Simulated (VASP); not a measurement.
Input of a VASP 6.6.1 run:

INCAR

```
SYSTEM = V2O5
PREC = Accurate
ENCUT = 600
EDIFF = 1E-7
ISMEAR = 0
SIGMA = 0.03
LREAL = .False.
LASPH = .True.
NELM = 80
ALGO = Normal
ISIF = 3
LWAVE = .False.
LCHARG = .False.
GGA = MK
LUSE_VDW = .True.
AGGAC = 0.0
PARAM1 = 0.1234
PARAM2 = 0.711357
ZAB_VDW = -1.8867
IBRION = 2
NSW = 90
EDIFFG = -0.005
KPAR = 4
```

Contents of KPOINTS:

```
Automatic mesh
0
Gamma
  8 4 6
  0 0 0
```

The input POSCAR:

```
V2O5                                    
1.0
    3.5517101631      0.0000000000      0.0000000000
    0.0000000000     11.6862637279      0.0000000000
    0.0000000000      0.0000000000      4.2407899421
  V               O             
     4    10
Direct
     0.0000000000000000    0.8521946553760760    0.1089750537047482
     0.0000000000000000    0.1478053446239241    0.1089750537047482
     0.5000000000000000    0.3521946553760759    0.8910249462952519
     0.5000000000000000    0.6478053446239240    0.8910249462952519
     0.0000000000000000    0.8539217613985041    0.4861428916209249
     0.0000000000000000    0.1460782386014958    0.4861428916209249
     0.5000000000000000    0.3539217613985042    0.5138571083790747
     0.5000000000000000    0.6460782386014959    0.5138571083790747
     0.0000000000000000    0.6816600325363602    0.9972918580307677
     0.0000000000000000    0.3183399674636396    0.9972918580307677
     0.5000000000000000    0.1816600325363603    0.0027081419692321
     0.5000000000000000    0.8183399674636398    0.0027081419692321
     0.0000000000000000    0.0000000000000000    0.0055764924179170
     0.5000000000000000    0.5000000000000000    0.9944235075820830
```

Potentials or basis: VASP PAW PBE potentials, release 64 (V_sv, O).

The run is started by

```sh
$ cat potpaw_PBE.64/V_sv/POTCAR potpaw_PBE.64/O/POTCAR > POTCAR
$ mpirun -np 4 vasp_std > vasp.out
```

**Question.** Predict the relaxed volume.

**Answer.** 12.59 Å³/atom.

**Question.** Estimate the band gap on the k mesh.

**Answer.** 1.61 eV (least direct gap 1.93 eV).

**Question.** What does it give for the space group after relaxing (to 0.1 Å)?

**Answer.** Pmmn (No. 59).

**Question.** What does it give for the relaxed cell?

**Answer.** a = 3.551 Å, b = 11.680 Å, c = 4.251 Å, α = 90.00°, β = 90.00°, γ = 90.00°.

Forces on the atoms (eV/Å):
```
V    0.000  0.003  0.000
V    0.000 -0.003  0.000
V    0.000  0.003  0.000
V    0.000 -0.003  0.000
O    0.000  0.000 -0.001
O    0.000  0.000 -0.001
O    0.000  0.000  0.001
O    0.000  0.000  0.001
O    0.000  0.000 -0.003
O    0.000  0.000 -0.003
O    0.000  0.000  0.003
O    0.000  0.000  0.003
O    0.000  0.000  0.004
O    0.000  0.000 -0.004
```

Caveat: the PAW data sets were made with another functional, which shifts forces and pressure a little. A k mesh can miss the band edges.
